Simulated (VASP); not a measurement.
Here is a VASP 6.6.1 calculation.

Contents of INCAR:

```
  PREC = Accurate
  ENCUT = 600
  EDIFF = 1E-6
  ISMEAR = -1
  SIGMA = 0.3
  LREAL = False
  LASPH = True
  NELM = 100
  ALGO = Normal
  ISIF = 3
  LWAVE = False
  LCHARG = False
  IBRION = 2
  NSW = 100
  EDIFFG = -0.01
  PSTRESS = 20.0
```

The input KPOINTS:

```
Automatic mesh
0
Gamma
  8 8 2
```

File POSCAR:

```
Ti3C2
1.0
    3.0666050000      0.0000000000      0.0000000000
   -1.5333020000      2.6557580000      0.0000000000
    0.0000000000      0.0000000000     15.1171500000
Ti C
6 4
Direct
    0.3333333333      0.6666666667      0.8438780000
    0.6666666667      0.3333333333      0.3438780000
    0.6666666667      0.3333333333      0.1561220000
    0.3333333333      0.6666666667      0.6561220000
    0.0000000000      0.0000000000      0.0000000000
    0.0000000000      0.0000000000      0.5000000000
    0.6666666667      0.3333333333      0.9141040000
    0.3333333333      0.6666666667      0.4141040000
    0.6666666667      0.3333333333      0.5858960000
    0.3333333333      0.6666666667      0.0858960000
```

Potentials or basis: VASP PAW LDA potentials, release 64 (Ti_sv, C).

The run is started by

```sh
$ cat potpaw_LDA.64/Ti_sv/POTCAR potpaw_LDA.64/C/POTCAR > POTCAR
$ mpirun -np 1 vasp_std > vasp.out
```

Problem. What does it give for the space group after relaxing (to 0.05 Å)?

Solution. P6_3/mmc (No. 194).

Problem. Estimate the band gap on the k mesh.

Solution. Zero (band 44 reaches 9.42 eV, above the bottom of band 45 at 9.06 eV).

Problem. Predict the relaxed cell.

Solution. a = 3.016 Å, b = 3.016 Å, c = 14.776 Å, α = 90.00°, β = 90.00°, γ = 120.00°.

Step by step:
| step | energy change (eV) | largest force (eV/Å) | pressure (GPa) | volume (Å³) |
| --- | --- | --- | --- | --- |
| 1 | 0.0000 | 0.3483 | -7.56 | 123.12 |
| 2 | 0.3785 | 1.5627 | 18.63 | 110.49 |
| 3 | -0.1041 | 0.3359 | 1.55 | 117.90 |
| 4 | -0.1029 | 0.3506 | 1.71 | 117.80 |
| 5 | -0.1099 | 0.1437 | 1.88 | 117.06 |
| 6 | -0.1075 | 0.1663 | 2.00 | 116.76 |
| 7 | -0.1095 | 0.0990 | 1.94 | 116.58 |
| 8 | -0.1086 | 0.0303 | 1.88 | 116.36 |
| 9 | -0.1063 | 0.0303 | 2.31 | 116.18 |
| 10 | -0.1077 | 0.0023 | 2.11 | 116.28 |
| 11 | -0.1090 | 0.0040 | 1.95 | 116.38 |

Caveat: the cell is relaxed towards a set pressure, so the enthalpy falls and the energy may rise.
